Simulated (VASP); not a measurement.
## SrO: single point with PBEsol

The system is SrO.

```
CELL_PARAMETERS angstrom
5.13960 0.00000 -5.13960
0.00000 5.13960 -5.13960
5.13960 5.13960 0.00000
ATOMIC_POSITIONS crystal
Sr 0.50000 0.50000 0.00000
Sr 0.50000 0.50000 0.50000
Sr 0.50000 0.00000 0.00000
Sr 0.50000 0.00000 0.50000
Sr 0.00000 0.50000 0.00000
Sr 0.00000 0.50000 0.50000
Sr 0.00000 0.00000 0.00000
Sr 0.00000 0.00000 0.50000
O 0.25000 0.25000 0.75000
O 0.25000 0.25000 0.25000
O 0.25000 0.75000 0.75000
O 0.25000 0.75000 0.25000
O 0.75000 0.25000 0.75000
O 0.75000 0.25000 0.25000
O 0.75000 0.75000 0.75000
O 0.75000 0.75000 0.25000
```

```
Program             : VASP 6.6.1
Task                : single point
Functional          : PBEsol
Potentials or basis : VASP PAW PBE potentials, release 64 (Sr_sv, O)
Cutoff              : 700 eV
k mesh              : 2 × 2 × 2, shifted
Occupations         : gaussian, width 0.1 eV
Spin                : no spin polarisation
```

The pressure is -0.4 GPa. The band gap on the k mesh is 3.86 eV.

Levels at points of the mesh, in eV from the valence-band top:
```csv
k point,band 62,band 63,band 64,band 65,band 66,band 67
"(0.25, 0.25, 0.25)",-0.05,0.00,0.00,3.86,3.86,3.86
```

Run time: 5.4 min on 1 thread of AMD EPYC 7R43 64-Core Processor (Zen 3) (shared host), peak memory 0.54 GiB.

Caveat: the PAW data sets were made with another functional, which shifts forces and pressure a little; a shifted mesh leaves out Γ, where band edges can lie. A k mesh can miss the band edges.
